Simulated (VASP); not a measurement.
# Al (I4/mmm) in VASP: a series of runs, part 2 of 2

VASP 6.6.1.

## 3. Single point, PBE (strain -0.080 along x and y, +0.080 along z)

Contents of INCAR:

```
  ALGO = Normal
  EDIFF = 1E-7
  ENCUT = 520
  GGA = PE
  ISIF = 2
  ISMEAR = 0
  LASPH = True
  LCHARG = True
  LELF = True
  LREAL = False
  LVHAR = True
  LWAVE = False
  NBANDS = 8
  NELM = 60
  PREC = Accurate
  SIGMA = 0.15
```

Contents of KPOINTS:

```
k-points
0
Gamma
  20 20 20
```

Contents of POSCAR:

```
Al
1.0
    0.0000000000      1.8620616000      2.1858984000
    1.8620616000      0.0000000000      2.1858984000
    1.8620616000      1.8620616000      0.0000000000
Al
1
Direct
    0.0000000000      0.0000000000      0.0000000000
```

Potentials or basis: VASP PAW PBE potentials, release 64 (Al).

Started as:

```bash
cat potpaw_PBE.64/Al/POTCAR > POTCAR
mpirun -np 1 vasp_std > vasp.out
```

Wall time 64 s (1 thread of Intel Xeon 8259CL, shared host); peak memory 0.18 GiB.

Results (log left out):

| Property | Result |
| --- | --- |
| Free energy | -3.6451 eV |
| Pressure | 10.4 GPa |
| Band gap on the k mesh | zero (an odd number of electrons rules out a gap without spin polarisation) |

Stress tensor (GPa, compression positive):
```
15.32  0.00  0.00
 0.00 15.32  0.00
 0.00  0.00  0.59
```

Levels at points of the mesh, in eV from the Fermi level:
```
           k point  band 1  band 2  band 3  band 4
(0.00, 0.00, 0.00)  -11.72   12.13   14.10   14.10
(0.50, 0.00, 0.00)   -4.87   -4.38    9.44    9.60
(0.50, 0.50, 0.00)   -4.51   -3.78    6.66    8.24
(0.50, 0.00, 0.50)   -2.22   -0.48    4.64    4.96
```

Caveat: the cell differs from its parent crystal (strain -0.080 along x and y, +0.080 along z); the cell stands under pressure.

## 4. Single point, PBE (strain +0.000 along x and y, -0.080 along z)

Contents of INCAR:

```
SYSTEM = Al
ALGO = Normal
EDIFF = 1E-6
ENCUT = 520
GGA = PE
ISIF = 2
ISMEAR = 0
LASPH = .TRUE.
LCHARG = .FALSE.
LREAL = .FALSE.
LWAVE = .FALSE.
NBANDS = 8
NELM = 100
PREC = Accurate
SIGMA = 0.15
```

Contents of KPOINTS:

```
k-points
0
G
  20 20 20
  0 0 0
```

Contents of POSCAR:

```
Al
1.0
    0.0000000000      2.0239800000      1.8620616000
    2.0239800000      0.0000000000      1.8620616000
    2.0239800000      2.0239800000      0.0000000000
Al
1
Direct
    0.0000000000      0.0000000000      0.0000000000
```

Potentials or basis: VASP PAW PBE potentials, release 64 (Al).

Started as:

```bash
cat potpaw_PBE.64/Al/POTCAR > POTCAR
mpirun -np 1 vasp_std > vasp.out
```

OUTCAR:

```text
SYSTEM = Al
   EDIFF = 1E-6
   ENCUT = 520
   GGA = PE
   ISIF = 2
   ISMEAR = 0
   LASPH = .TRUE.
   LREAL = .FALSE.
   NELM = 100
   PREC = Accurate

 ion  position               nearest neighbor table
   1  0.000  0.000  0.000-

  LATTYP: Found a body centered tetragonal cell.
 ALAT       =     2.8623399660
 C/A-ratio  =     1.3010764774

  Lattice vectors:

 A1 = (   0.0000000000,  -2.0239800000,  -1.8620616000)
 A2 = (   0.0000000000,   2.0239800000,  -1.8620616000)
 A3 = (   2.0239800000,   0.0000000000,   1.8620616000)

Analysis of symmetry for initial positions (statically):
=====================================================================
 Subroutine PRICEL returns:
 Original cell was already a primitive cell.

 Routine SETGRP: Setting up the symmetry group for a
 body centered tetragonal supercell.

 Subroutine GETGRP returns: Found 16 space group operations
 (whereof 16 operations were pure point group operations)
 out of a pool of 16 trial point group operations.
[... 155 lines left out ...]
  ext. energy  EPLUGINS =         0.00000000
  ---------------------------------------------------
  free energy    TOTEN  =        -3.70768783 eV

  energy without entropy =       -3.70357907  energy(sigma->0) =       -3.70563345

 E-fermi :   8.8420     XC(G=0): -10.4837

 val. band max:        8.8389026783   @ k =   0.4500  -0.0000   0.2000
 cond. band min:       8.8516955426   @ k =   0.4500  -0.0000   0.4000
 fundamental gap:      0.0127928643
 Fermi energy:         8.8420260298

 k-point     1 :       0.0000    0.0000    0.0000
  band No.  band energies     occupation
      1      -2.8439      2.00000
      2      21.6982      0.00000
      3      21.6982      0.00000
      4      22.6079      0.00000
      5      23.8801      0.00000
      6      24.1683      0.00000
      7      24.1683      0.00000
      8      26.0067      0.00000
[... 243 lines left out ...]
 k-point    24 :      -0.3500    0.0500    0.0000
  band No.  band energies     occupation
      1       0.9512      2.00000
      2       8.4423      1.99984
      3      19.8742      0.00000
      4      20.1129      0.00000
      5      20.7033      0.00000
      6      22.2324      0.00000
      7      24.3032      0.00000
      8      29.3851      0.00000

 [... further k-points ...]
[... 5 lines left out ...]
  --------------------------------------------------------------------------------------
  -------------------------------------------------------------------------------------
  Total        0.5727139      0.5727139      1.0706583      0.0000000      0.0000000     -0.0000000
  in kB       60.1467027     60.1467027    112.4410747      0.0000000      0.0000000     -0.0000000
  external PRESSURE =      77.5781600 kB  Pullay stress =       0.0000000 kB

 VOLUME and BASIS-vectors are now :
 -----------------------------------------------------------------------------
  energy-cutoff  :      520.00
  volume of cell :       15.26
      direct lattice vectors                 reciprocal lattice vectors
     0.000000000  2.023980000  1.862061600    -0.247038014  0.247038014  0.268519581
     2.023980000  0.000000000  1.862061600     0.247038014 -0.247038014  0.268519581
     2.023980000  2.023980000  0.000000000     0.247038014  0.247038014 -0.268519581

 POSITION                                       TOTAL-FORCE (eV/Angst)
 -----------------------------------------------------------------------------------
      0.00000      0.00000      0.00000         0.000000     -0.000000      0.000000
 -----------------------------------------------------------------------------------
    total drift:                                0.000000     -0.000000     -0.000000

  FREE ENERGIE OF THE ION-ELECTRON SYSTEM (eV)
  ---------------------------------------------------
  free  energy   TOTEN  =        -3.7076878343 eV

  energy  without entropy=       -3.7035790677  energy(sigma->0) =       -3.70563345
```

OSZICAR:

```text
N       E                     dE             d eps       ncg     rms          rms(c)
DAV:   1    -0.218042833854E+01   -0.21804E+01   -0.91335E+02 10288   0.209E+02
DAV:   2    -0.372412917457E+01   -0.15437E+01   -0.14762E+01 14288   0.196E+01
DAV:   3    -0.373161058451E+01   -0.74814E-02   -0.74777E-02 13344   0.153E+00
DAV:   4    -0.373162873493E+01   -0.18150E-04   -0.18150E-04 15816   0.645E-02
DAV:   5    -0.373162879264E+01   -0.57713E-07   -0.58578E-07 13464   0.194E-03    0.144E+00
DAV:   6    -0.371773488934E+01    0.13894E-01   -0.13269E-03 13560   0.172E-01    0.834E-01
DAV:   7    -0.370769312154E+01    0.10042E-01   -0.40494E-03 13072   0.281E-01    0.161E-01
DAV:   8    -0.370768965389E+01    0.34676E-05   -0.13072E-05 15088   0.259E-02    0.225E-02
DAV:   9    -0.370768803469E+01    0.16192E-05   -0.65803E-07 14264   0.381E-03    0.618E-04
DAV:  10    -0.370768783430E+01    0.20039E-06   -0.28109E-09  9264   0.404E-04
   1 F= -.37076878E+01 E0= -.37056335E+01  d E =-.410877E-02
```

It took 76 s on 1 thread of Intel Xeon 8259CL, shared host; peak memory 0.18 GiB.

Results:

```
Free energy            : -3.7077 eV
Pressure               : 7.8 GPa
Band gap on the k mesh : zero (an odd number of electrons rules out a gap without spin polarisation)
```

Levels at points of the mesh, in eV from the Fermi level:
```csv
k point,band 1,band 2,band 3,band 4,band 5,band 6
"(0.00, 0.00, 0.00)",-11.69,12.86,12.86,13.77,15.04,15.33
"(0.50, 0.00, 0.00)",-4.89,-4.46,10.88,11.24,12.54,12.67
"(0.50, 0.50, 0.00)",-2.17,-0.45,4.62,4.92,4.92,8.84
"(0.50, 0.00, 0.50)",-3.53,-2.20,5.71,6.33,6.86,10.38
```

Caveat: the cell differs from its parent crystal (strain +0.000 along x and y, -0.080 along z); the cell stands under pressure.

## 5. Summary

| cell | gap on the mesh (eV) | pressure (GPa) |
| --- | --- | --- |
| a = 2.810, b = 2.810, c = 2.633 Å, angles 62.1, 62.1, 55.9°, 1 atom | none | 14.1 |
| a = 2.871, b = 2.871, c = 2.633 Å, angles 62.7, 62.7, 54.6°, 1 atom | none | 10.4 |
| a = 2.750, b = 2.750, c = 2.862 Å, angles 58.6, 58.6, 62.7°, 1 atom | none | 7.8 |

Alike in all rows: task single point; level PBE; potentials or basis VASP PAW PBE potentials, release 64 (Al); no spin polarisation; k mesh 20 × 20 × 20; cutoff (eV) 520; smearing gaussian 0.15 eV.

Caveats: the cell stands under pressure.

Total energies depend on the potentials used, so only differences within one code and one set of settings carry meaning.
